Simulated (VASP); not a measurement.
# TiB2N3 (P4/mmm) in VASP: single point with PBE

Aim: the single point of TiB2N3 with PBE.

Everything below comes from runs of VASP 6.6.1. Logs are shortened: lines on timing, memory, paths and dates and some standing lists are left out, and cuts for length are marked.

## 1. The cell of the first run

The structure is tetragonal, space group P4/mmm (No. 123). Conventional cell: a = 3.112 Å, b = 3.112 Å, c = 6.683 Å, α = 90.00°, β = 90.00°, γ = 90.00°. Within 2.9 Å of Ti (site symmetry 4/mmm) lie 4 N at 2.20 Å. Within 2.1 Å of B (site symmetry 4/mmm) lie 4 N at 1.56 Å. B (site symmetry 4/mmm) has 4 N at 1.56 Å within 2.1 Å. Within 2.9 Å of N (site symmetry 4/mmm) lie 4 Ti at 2.20 Å. Within 2.1 Å of N (site symmetry mmm) lie 4 B at 1.56 Å.

## 2. Single point, PBE, collinear spin, ferromagnetic start

Contents of INCAR:

```
PREC = Accurate
ENCUT = 520
EDIFF = 1E-6
ISMEAR = 0
SIGMA = 0.1
LREAL = False
LASPH = True
NELM = 150
ALGO = Normal
ISIF = 2
LWAVE = False
LCHARG = True
ISPIN = 2
MAGMOM = 1 0 0 0 0 0
LORBIT = 11
LMAXMIX = 4
GGA = PE
LELF = True
LVHAR = True
NBANDS = 30
```

Contents of KPOINTS:

```
Automatic mesh
0
Gamma
  4 4 4
```

Contents of POSCAR:

```
TiB2N3
1.0
    3.1118172766      0.0000000000      0.0000000000
    0.0000000000      3.1118172766      0.0000000000
    0.0000000000      0.0000000000      6.6827951159
Ti B N
1 2 3
Direct
    0.5000000000      0.5000000000      0.5000000000
    0.5000000000      0.5000000000      0.0000000000
    0.0000000000      0.0000000000      0.0000000000
    0.0000000000      0.0000000000      0.5000000000
    0.5000000000      0.0000000000      0.0000000000
    0.0000000000      0.5000000000      0.0000000000
```

Potentials or basis: VASP PAW PBE potentials, release 64 (Ti_sv, B, N).

Started as:

```sh
$ cat potpaw_PBE.64/Ti_sv/POTCAR potpaw_PBE.64/B/POTCAR potpaw_PBE.64/N/POTCAR > POTCAR
$ mpirun -np 1 vasp_std > vasp.out
```

OUTCAR:

```text
PREC = Accurate
   ENCUT = 520
   EDIFF = 1E-6
   ISMEAR = 0
   LREAL = False
   LASPH = True
   NELM = 150
   ISIF = 2
   ISPIN = 2
   LORBIT = 11
   GGA = PE

 ion  position               nearest neighbor table
   1  0.500  0.500  0.500-   4 2.20   4 2.20   4 2.20   4 2.20
   2  0.500  0.500  0.000-   5 1.56   6 1.56   5 1.56   6 1.56
   3  0.000  0.000  0.000-   5 1.56   6 1.56   6 1.56   5 1.56
   4  0.000  0.000  0.500-   1 2.20   1 2.20   1 2.20   1 2.20
   5  0.500  0.000  0.000-   2 1.56   3 1.56   2 1.56   3 1.56
   6  0.000  0.500  0.000-   2 1.56   3 1.56   3 1.56   2 1.56

  LATTYP: Found a simple tetragonal cell.
 ALAT       =     3.1118172766
 C/A-ratio  =     2.1475538317

  Lattice vectors:

 A1 = (   3.1118172766,   0.0000000000,   0.0000000000)
 A2 = (   0.0000000000,   3.1118172766,   0.0000000000)
 A3 = (   0.0000000000,   0.0000000000,   6.6827951159)

Analysis of symmetry for initial positions (statically):
=====================================================================
 Subroutine PRICEL returns:
 Original cell was already a primitive cell.

 Routine SETGRP: Setting up the symmetry group for a
 simple tetragonal supercell.

 Subroutine GETGRP returns: Found 16 space group operations
 (whereof 16 operations were pure point group operations)
 out of a pool of 16 trial point group operations.

The static configuration has the point symmetry D_4h.

Analysis of symmetry for dynamics (positions and initial velocities):
=====================================================================
 Subroutine PRICEL returns:
 Original cell was already a primitive cell.

 Routine SETGRP: Setting up the symmetry group for a
 simple tetragonal supercell.

 Subroutine GETGRP returns: Found 16 space group operations
 (whereof 16 operations were pure point group operations)
 out of a pool of 16 trial point group operations.

The dynamic configuration has the point symmetry D_4h.

Analysis of structural, dynamic, and magnetic symmetry:
=====================================================================
 Subroutine PRICEL returns:
 Original cell was already a primitive cell.

 Routine SETGRP: Setting up the symmetry group for a
 simple tetragonal supercell.

 Subroutine GETGRP returns: Found 16 space group operations
 (whereof 16 operations were pure point group operations)
 out of a pool of 16 trial point group operations.

The overall configuration has the point symmetry D_4h.

 Subroutine INISYM returns: Found 16 space group operations
 (whereof 16 operations are pure point group operations),
 and found     1 'primitive' translations

----------------------------------------------------------------------------------------

                                     Primitive cell

  volume of cell :      64.7122

  direct lattice vectors                    reciprocal lattice vectors
     3.111817277  0.000000000  0.000000000     0.321355630  0.000000000  0.000000000
     0.000000000  3.111817277  0.000000000     0.000000000  0.321355630  0.000000000
     0.000000000  0.000000000  6.682795116     0.000000000  0.000000000  0.149637986

  length of vectors
     3.111817277  3.111817277  6.682795116     0.321355630  0.321355630  0.149637986

  position of ions in fractional coordinates (direct lattice)
     0.500000000  0.500000000  0.500000000
     0.500000000  0.500000000  0.000000000
     0.000000000  0.000000000  0.000000000
     0.000000000  0.000000000  0.500000000
     0.500000000  0.000000000  0.000000000
     0.000000000  0.500000000  0.000000000

  ion indices of the primitive-cell ions
   primitive index   ion index
                 1           1
                 2           2
                 3           3
                 4           4
                 5           5
                 6           6

----------------------------------------------------------------------------------------

 KPOINTS: Automatic mesh

Automatic generation of k-mesh.
 Grid dimensions read from file:
 generate k-points for:    4    4    4

 Generating k-lattice:

  Cartesian coordinates                     Fractional coordinates (reciprocal lattice)
     0.080338907  0.000000000  0.000000000     0.250000000  0.000000000  0.000000000
     0.000000000  0.080338907  0.000000000     0.000000000  0.250000000  0.000000000
     0.000000000  0.000000000  0.037409496     0.000000000  0.000000000  0.250000000

  Length of vectors
     0.080338907  0.080338907  0.037409496

  Shift w.r.t. Gamma in fractional coordinates (k-lattice)
     0.000000000  0.000000000  0.000000000

 Subroutine IBZKPT returns following result:
 ===========================================

 Found     18 irreducible k-points:

 Following reciprocal coordinates:
            Coordinates               Weight
  0.000000  0.000000  0.000000      1.000000
  0.250000  0.000000  0.000000      4.000000
  0.500000  0.000000  0.000000      2.000000
  0.250000  0.250000  0.000000      4.000000
  0.500000  0.250000  0.000000      4.000000
  0.500000  0.500000  0.000000      1.000000
[... 10 lines left out ...]
  0.500000  0.250000  0.500000      4.000000
  0.500000  0.500000  0.500000      1.000000
   k-points           NKPTS =     18   k-points in BZ     NKDIM =     18   number of bands    NBANDS=     30
   number of dos      NEDOS =    301   number of ions     NIONS =      6
   total plane-waves  NPLWV =  28800
   dimension x,y,z NGX =    24 NGY =   24 NGZ =   50
   dimension x,y,z NGXF=    48 NGYF=   48 NGZF=  100
   ions per type =               1   2   3
   NGX,Y,Z   is equivalent  to a cutoff of  12.82, 12.82, 12.44 a.u.
   NGXF,Y,Z  is equivalent  to a cutoff of  25.64, 25.64, 24.88 a.u.
 SYSTEM =  unknown system
   PREC   = accura    normal or accurate (medium, high low for compatibility)
   ISTART =      0    job   : 0-new  1-cont  2-samecut
   ICHARG =      2    charge: 1-file 2-atom 10-const
   ISPIN  =      2    spin polarized calculation?
   LNONCOLLINEAR =      F non collinear calculations
   LSORBIT =      F    spin-orbit coupling
   LASPH  =      T    aspherical Exc in radial PAW
   ENCUT  =  520.0 eV  38.22 Ry    6.18 a.u.   5.79  5.79 12.43*2*pi/ulx,y,z
   NELM   =    150;   NELMIN=  2; NELMDL= -5     # of ELM steps
   EDIFF  = 0.1E-05   stopping-criterion for ELM
   LREAL  =      F    real-space projection
   EDIFFG = 0.1E-04   stopping-criterion for IOM
   NSW    =      0    number of steps for IOM
   IBRION =     -1    ionic relax: 0-MD 1-quasi-New 2-CG
   NFREE  =      0    steps in history (QN), initial steepest desc. (CG)
   ISIF   =      2    stress and relaxation
   ISYM   =      2    0-nonsym 1-usesym 2-fastsym
   POTIM  = 0.5000    time-step for ionic-motion
   TEBEG  =    0.0;   TEEND  =   0.0 temperature during run
   PSTRESS=    0.0 pullay stress
   NELECT =      33.0000    total number of electrons
   NUPDOWN=      -1.0000    fix difference up-down
   EMIN   =  10.00;   EMAX   =-10.00  energy-range for DOS
   EFERMI =   0.00;   METHOD = LEGACY
   ISMEAR =     0;   SIGMA  =   0.10  broadening in eV -4-tet -1-fermi 0-gaus
   EFERMI_NEDOS =   21; number of points for ismear=-14 and -15
   IALGO  =     38    algorithm
   IMIX   =      4    mixing-type and parameters
     AMIX     =   0.40;   BMIX     =  1.00
     AMIX_MAG =   1.60;   BMIX_MAG =  1.00
  volume/ion in A,a.u.               =      10.79        72.78
  Fermi-wavevector in a.u.,A,eV,Ry     =   1.307929  2.471627 23.275177  1.710677
  Thomas-Fermi vector in A             =   2.438630
   LORBIT       =     11    0 simple, 1 ext, 2 COOP (PROOUT), +10 PAW based schemes
   GGA     = PE    functional components
   LHFCALC =     F    Hartree Fock is set to
   AEXX    =    0.0000 exact exchange contribution
   IVDW    =     0    specifies the selected vdW correction
   LEPSILON=     F    determine dielectric tensor
   LRPA    =     F    only Hartree local field effects (RPA)
 spin polarized calculation
 Gauss-broadening in eV      SIGMA  =   0.10
  energy-cutoff  :      520.00
  volume of cell :       64.71
 maximum number of plane-waves:      1760
 NGX is ok and might be reduce to    24
   NGX = 11   NGY = 11   NGZ = 25

 number of electron      32.9999997 magnetization       0.8707686

 Free energy of the ion-electron system (eV)
  ---------------------------------------------------
  ext. energy  EPLUGINS =         0.00000000
  ---------------------------------------------------
  free energy    TOTEN  =       -44.47376219 eV

  energy without entropy =      -44.46199189  energy(sigma->0) =      -44.46787704

 E-fermi :   5.4664     XC(G=0): -10.3927

 val. band max:        5.4267060061   @ k =   0.5000   0.2500   0.2500
 cond. band min:       5.4887485689   @ k =   0.5000   0.5000   0.5000
 fundamental gap:      0.0620425628
 Fermi energy:         5.4663555746

 spin component 1

 k-point     1 :       0.0000    0.0000    0.0000
  band No.  band energies     occupation
      1     -52.5926      1.00000
      2     -29.0055      1.00000
      3     -28.6162      1.00000
      4     -28.6162      1.00000
      5     -16.1801      1.00000
      6      -8.5058      1.00000
[... 20 lines left out ...]
     27      15.3750      0.00000
     28      17.3677      0.00000

 k-point     2 :       0.2500    0.0000    0.0000
  band No.  band energies     occupation
      1     -52.5835      1.00000
      2     -28.9965      1.00000
      3     -28.7207      1.00000
      4     -28.6034      1.00000
      5     -15.5452      1.00000
      6     -10.6530      1.00000
[... 488 lines left out ...]
 k-point    18 :       0.5000    0.5000    0.5000
  band No.  band energies     occupation
      1     -52.5567      1.00000
      2     -28.9713      1.00000
      3     -28.7809      1.00000
      4     -28.7809      1.00000
      5     -12.7345      1.00000
      6     -12.7345      1.00000
[... 20 lines left out ...]
     27      13.4310      0.00000
     28      15.3956      0.00000
 Fermi energy:         5.4663555746

 spin component 2

 k-point     1 :       0.0000    0.0000    0.0000
  band No.  band energies     occupation
      1     -51.9060      1.00000
      2     -28.0921      1.00000
      3     -28.0921      1.00000
      4     -27.9887      1.00000
      5     -16.1726      1.00000
      6      -8.6004      1.00000
[... 20 lines left out ...]
     27      15.4845      0.00000
     28      17.4610      0.00000

 k-point     2 :       0.2500    0.0000    0.0000
  band No.  band energies     occupation
      1     -51.8965      1.00000
      2     -28.2006      1.00000
      3     -28.0786      1.00000
      4     -27.9792      1.00000
      5     -15.5374      1.00000
      6     -10.6419      1.00000
[... 488 lines left out ...]
 k-point    18 :       0.5000    0.5000    0.5000
  band No.  band energies     occupation
      1     -51.8687      1.00000
      2     -28.2617      1.00000
      3     -28.2617      1.00000
      4     -27.9524      1.00000
      5     -12.7226      1.00000
      6     -12.7226      1.00000
[... 20 lines left out ...]
     27      14.2213      0.00000
     28      15.6398      0.00000
 [bands above 28 left out]

------------------------ aborting loop because EDIFF is reached ----------------------------------------

  FORCE on cell =-STRESS in cart. coord.  units (eV):
  Direction    XX          YY          ZZ          XY          YZ          ZX
  --------------------------------------------------------------------------------------
  -------------------------------------------------------------------------------------
  Total        0.1514174      0.1514174      0.0575075      0.0000000      0.0000000      0.0000000
  in kB        3.7488678      3.7488678      1.4238000      0.0000000      0.0000000      0.0000000
  external PRESSURE =       2.9738452 kB  Pullay stress =       0.0000000 kB

 VOLUME and BASIS-vectors are now :
 -----------------------------------------------------------------------------
  energy-cutoff  :      520.00
  volume of cell :       64.71
      direct lattice vectors                 reciprocal lattice vectors
     3.111817277  0.000000000  0.000000000     0.321355630  0.000000000  0.000000000
     0.000000000  3.111817277  0.000000000     0.000000000  0.321355630  0.000000000
     0.000000000  0.000000000  6.682795116     0.000000000  0.000000000  0.149637986

 POSITION                                       TOTAL-FORCE (eV/Angst)
 -----------------------------------------------------------------------------------
      1.55591      1.55591      3.34140         0.000000      0.000000      0.000000
      1.55591      1.55591      0.00000         0.000000      0.000000      0.000000
      0.00000      0.00000      0.00000         0.000000      0.000000      0.000000
      0.00000      0.00000      3.34140         0.000000      0.000000      0.000000
      1.55591      0.00000      0.00000         0.000000      0.000000      0.000000
      0.00000      1.55591      0.00000         0.000000      0.000000      0.000000
 -----------------------------------------------------------------------------------
    total drift:                                0.000000      0.000000     -0.000000

  FREE ENERGIE OF THE ION-ELECTRON SYSTEM (eV)
  ---------------------------------------------------
  free  energy   TOTEN  =       -44.4737621898 eV

  energy  without entropy=      -44.4619918885  energy(sigma->0) =      -44.46787704

 total charge

# of ion       s       p       d       tot
------------------------------------------
    1        2.159   6.114   1.760  10.033
    2        0.634   1.242   0.000   1.876
    3        0.637   1.213   0.000   1.850
    4        1.252   2.340   0.000   3.592
    5        1.280   2.712   0.000   3.993
    6        1.280   2.712   0.000   3.993
--------------------------------------------------
tot          7.241  16.334   1.760  25.336

 magnetization (x)

# of ion       s       p       d       tot
------------------------------------------
    1        0.030   0.004   0.671   0.705
    2       -0.011  -0.006   0.000  -0.016
    3       -0.009   0.005   0.000  -0.003
    4       -0.004  -0.074   0.000  -0.078
    5        0.002   0.011   0.000   0.012
    6        0.002   0.011   0.000   0.012
--------------------------------------------------
tot          0.010  -0.049   0.671   0.632
```

Wall time 72 s (1 thread of Intel Xeon Platinum 8259CL at 2.50GHz (Skylake/Cascade Lake), shared host); peak memory 0.22 GiB.

What came out:

* Free energy: -44.4738 eV
* Pressure: 0.3 GPa
* Net moment: 0.87 μB per cell
* Site moments: Ti +0.70; B -0.02, -0.00; N -0.08, +0.01 μB
* Valence electrons inside the program's atomic spheres: Ti 10.03; B 1.88, 1.85; N 3.59, 3.99

Stress tensor (GPa, compression positive):
```
0.37 0.00 0.00
0.00 0.37 0.00
0.00 0.00 0.14
```

Caveat: the k points lie up to 0.50 Å⁻¹ apart.
